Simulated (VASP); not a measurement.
# TaN (P-6m2) in VASP: further runs, part 2 of 2

VASP 6.6.1. Earlier steps stand in the parts before.

### Step 4. Electric field gradients, PBEsol (volume scaled by 1.06)

INCAR reads:

```
SYSTEM = TaN
PREC = Accurate ; ENCUT = 520
EDIFF = 1E-8 ; ISMEAR = -1
SIGMA = 0.02 ; LREAL = .False.
LASPH = .True. ; NELM = 80
ALGO = Normal ; ISIF = 2
LWAVE = .False. ; LCHARG = .False.
GGA = PS ; LEFG = .True.
NBANDS = 15
```

KPOINTS reads:

```
regular mesh
0
Gamma
  12 12 10
  0 0 0
```

POSCAR reads:

```
TaN
1.0
    2.9956213083      0.0000000000      0.0000000000
   -1.4978106541      2.5942841531      0.0000000000
    0.0000000000      0.0000000000      2.9395437670
Ta N
1 1
Direct
    0.3333333333      0.6666666667      0.5000000000
    0.0000000000      0.0000000000      0.0000000000
```

Potentials or basis: VASP PAW PBE potentials, release 64 (Ta_pv, N).

Command:

```sh
$ cat potpaw_PBE.64/Ta_pv/POTCAR potpaw_PBE.64/N/POTCAR > POTCAR
$ mpirun -np 1 vasp_std > vasp.out
```

OUTCAR:

```text
SYSTEM = TaN
   PREC = Accurate
   ENCUT = 520
   EDIFF = 1E-8
   ISMEAR = -1
   LREAL = .False.
   LASPH = .True.
   NELM = 80
   ISIF = 2
   GGA = PS

 ion  position               nearest neighbor table
   1  0.333  0.667  0.500-   2 2.27   2 2.27   2 2.27   2 2.27   2 2.27   2 2.27
   2  0.000  0.000  0.000-   1 2.27   1 2.27   1 2.27   1 2.27   1 2.27   1 2.27

  LATTYP: Found a hexagonal cell.
 ALAT       =     2.9956213083
 C/A-ratio  =     0.9812801634

  Lattice vectors:

 A1 = (   2.9956213083,   0.0000000000,   0.0000000000)
 A2 = (  -1.4978106541,   2.5942841531,   0.0000000000)
 A3 = (   0.0000000000,   0.0000000000,   2.9395437670)

Analysis of symmetry for initial positions (statically):
=====================================================================
 Subroutine PRICEL returns:
 Original cell was already a primitive cell.

 Routine SETGRP: Setting up the symmetry group for a
 hexagonal supercell.

 Subroutine GETGRP returns: Found 12 space group operations
 (whereof 12 operations were pure point group operations)
 out of a pool of 24 trial point group operations.

The static configuration has the point symmetry D_3h.

Analysis of symmetry for dynamics (positions and initial velocities):
=====================================================================
 Subroutine PRICEL returns:
 Original cell was already a primitive cell.

 Routine SETGRP: Setting up the symmetry group for a
 hexagonal supercell.

 Subroutine GETGRP returns: Found 12 space group operations
 (whereof 12 operations were pure point group operations)
 out of a pool of 24 trial point group operations.

[... 167 lines left out ...]
     11      10.8288      0.00000
     12      11.1460      0.00000
     13      11.1460      0.00000
     14      20.1201      0.00000
[... 401 lines left out ...]
      2     -27.4396      2.00000
      3     -27.3539      2.00000
      4      -8.2048      2.00000
      5       0.2534      2.00000
      6       2.7018      2.00000
      7       3.9992      2.00000
      8       4.9352      2.00000
      9       9.9481      0.00000
     10      10.2325      0.00000
     11      11.6487      0.00000
     12      12.1262      0.00000
     13      13.9988      0.00000
     14      19.9649      0.00000
     15      20.6667      0.00000

 [... further k-points ...]
[... 5 lines left out ...]
  --------------------------------------------------------------------------------------
  -------------------------------------------------------------------------------------
  Total       -3.0105533     -3.0105533     -3.3232988     -0.0000000     -0.0000000      0.0000000
  in kB     -211.1409734   -211.1409734   -233.0749425     -0.0000000     -0.0000000      0.0000000
  external PRESSURE =    -218.4522964 kB  Pullay stress =       0.0000000 kB

 VOLUME and BASIS-vectors are now :
 -----------------------------------------------------------------------------
  energy-cutoff  :      520.00
  volume of cell :       22.84
      direct lattice vectors                 reciprocal lattice vectors
     2.995621308  0.000000000  0.000000000     0.333820566  0.192731394  0.000000000
    -1.497810654  2.594284153  0.000000000     0.000000000  0.385462787  0.000000000
     0.000000000  0.000000000  2.939543767     0.000000000  0.000000000  0.340188845

 POSITION                                       TOTAL-FORCE (eV/Angst)
 -----------------------------------------------------------------------------------
     -0.00000      1.72952      1.46977        -0.000000      0.000000      0.000000
      0.00000      0.00000      0.00000         0.000000      0.000000      0.000000
 -----------------------------------------------------------------------------------
    total drift:                                0.000000     -0.000000     -0.000000

  FREE ENERGIE OF THE ION-ELECTRON SYSTEM (eV)
  ---------------------------------------------------
  free  energy   TOTEN  =       -23.6956345253 eV

  energy  without entropy=      -23.6955314168  energy(sigma->0) =      -23.69558297

 Electric field gradients (V/A^2)
---------------------------------------------------------------------
 ion       V_xx      V_yy      V_zz      V_xy      V_xz      V_yz
---------------------------------------------------------------------
   1     -13.079   -13.079    26.157     0.000     0.000    -0.000
   2      -0.610    -0.609     1.219     0.001    -0.000    -0.000
---------------------------------------------------------------------

 Electric field gradients after diagonalization (V/A^2)
 (convention: |V_zz| > |V_xx| > |V_yy|)
----------------------------------------------------------------------
 ion       V_xx      V_yy      V_zz     asymmetry (V_yy - V_xx)/ V_zz
----------------------------------------------------------------------
   1     -13.079   -13.079    26.157       0.000
   2      -0.611    -0.609     1.219       0.002
----------------------------------------------------------------------

           NMR quadrupolar parameters

 Cq : quadrupolar parameter    Cq=e*Q*V_zz/h
 eta: asymmetry parameters     (V_yy - V_xx)/ V_zz
 Q  : nuclear electric quadrupole moment in mb (millibarn)
----------------------------------------------------------------------
 ion       Cq(MHz)       eta       Q (mb)
----------------------------------------------------------------------
   1       0.063       0.000       1.000
   2       0.003       0.002       1.000
----------------------------------------------------------------------
```

Run time: 49 s. Hardware: 1 thread of AMD EPYC 7R13, shared host; peak memory 0.14 GiB.

Results:

- Free energy: -23.6956 eV
- Pressure: -21.8 GPa
- Band gap on the k mesh: zero (band 8 reaches 7.87 eV, above the bottom of band 9 at 7.40 eV)

Levels at points of the mesh, in eV from the Fermi level:
```
           k point  band 5  band 6  band 7  band 8  band 9  band 10  band 11  band 12
(0.00, 0.00, 0.00)   -4.40   -4.40   -4.06   -2.93    1.69     3.24     3.24     3.56
(0.50, 0.00, 0.00)   -8.08   -5.01   -3.36   -3.15    2.66     3.61     4.78     4.79
(0.00, 0.00, 0.50)   -9.12   -3.64   -3.64   -0.18   -0.18     2.17     3.03     3.03
(0.50, 0.00, 0.50)   -7.10   -6.06   -5.46   -0.54    3.66     4.83     5.47     6.46
```

Electric field gradients, principal values (V/Å²):
```tsv
atom	least	middle	greatest (by size)
1 Ta	-13.079	-13.079	26.157
2 N	-0.609	-0.611	1.219
```

Caveat: without QUAD_EFG the Cq values of the log hold for a quadrupole moment of 1 mb, not for the nuclei; the PAW data sets were made with another functional, which shifts forces and pressure a little; spin-orbit coupling is left out, which moves the levels of the heavy elements.

### Step 5. Overview

```csv
cell,gap on the mesh (eV),pressure (GPa)
"a = 2.948, b = 2.948, c = 2.893 Å, angles 90.0, 90.0, 120.0°, 2 atoms",none,-7.5
"a = 2.977, b = 2.977, c = 2.921 Å, angles 90.0, 90.0, 120.0°, 2 atoms",none,-16.6
"a = 2.996, b = 2.996, c = 2.940 Å, angles 90.0, 90.0, 120.0°, 2 atoms",none,-21.8
```

Alike in all rows: task electric field gradients; level PBEsol; potentials or basis VASP PAW PBE potentials, release 64 (Ta_pv, N); no spin polarisation; k mesh 12 × 12 × 10; cutoff (eV) 520; smearing fermi-dirac 0.02 eV.

Caveats: the PAW data sets were made with another functional, which shifts forces and pressure a little; spin-orbit coupling is left out, which moves the levels of the heavy elements.

Total energies depend on the potentials used, so only differences within one code and one set of settings carry meaning.
